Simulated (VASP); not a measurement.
GaP: single point with PBE

GaP:

```
CELL_PARAMETERS angstrom
0.00000 2.97943 2.74982
2.74982 0.00000 2.74982
2.74982 2.97943 0.00000
ATOMIC_POSITIONS crystal
Ga 0.00000 0.00000 0.00000
P 0.75000 0.75000 0.75000
```

This cell differs from its parent crystal: volume 22.529 Å^3 an atom, c/a of the conventional cell 1.0835.

- Program: VASP 6.6.1
- Task: single point
- Functional: PBE
- Potentials or basis: VASP PAW PBE potentials, release 64 (Ga_d, P)
- Cutoff: 520 eV
- k mesh: 10 × 10 × 10
- Occupations: gaussian, width 0.05 eV
- Spin: no spin polarisation

```
Pressure               : -5.0 GPa
Band gap on the k mesh : 0.75 eV, direct
```

Stress tensor (GPa, compression positive):
```
-2.90  0.00  0.00
 0.00 -9.24  0.00
 0.00  0.00 -2.90
```

Levels at points of the mesh, in eV from the valence-band top:
| k point | band 5 | band 6 | band 7 | band 8 | band 9 | band 10 | band 11 | band 12 | band 13 | band 14 |
| --- | --- | --- | --- | --- | --- | --- | --- | --- | --- | --- |
| (0.00, 0.00, 0.00) | -14.49 | -11.88 | -0.47 | 0.00 | 0.00 | 0.75 | 3.72 | 3.72 | 3.91 | 8.13 |
| (0.50, 0.00, 0.00) | -14.48 | -10.14 | -6.21 | -1.43 | -0.81 | 1.09 | 4.45 | 4.84 | 7.91 | 9.90 |
| (0.50, 0.50, 0.00) | -14.48 | -9.29 | -6.27 | -2.64 | -2.61 | 1.50 | 1.55 | 9.27 | 9.39 | 10.17 |
| (0.50, 0.00, 0.50) | -14.50 | -9.59 | -6.73 | -2.13 | -2.13 | 2.06 | 2.22 | 9.61 | 9.61 | 9.63 |

Wall time 56 s on 1 thread of Intel Xeon 6975P-C, with other jobs on the host, peak memory 0.22 GiB.

 A k mesh can miss the band edges.
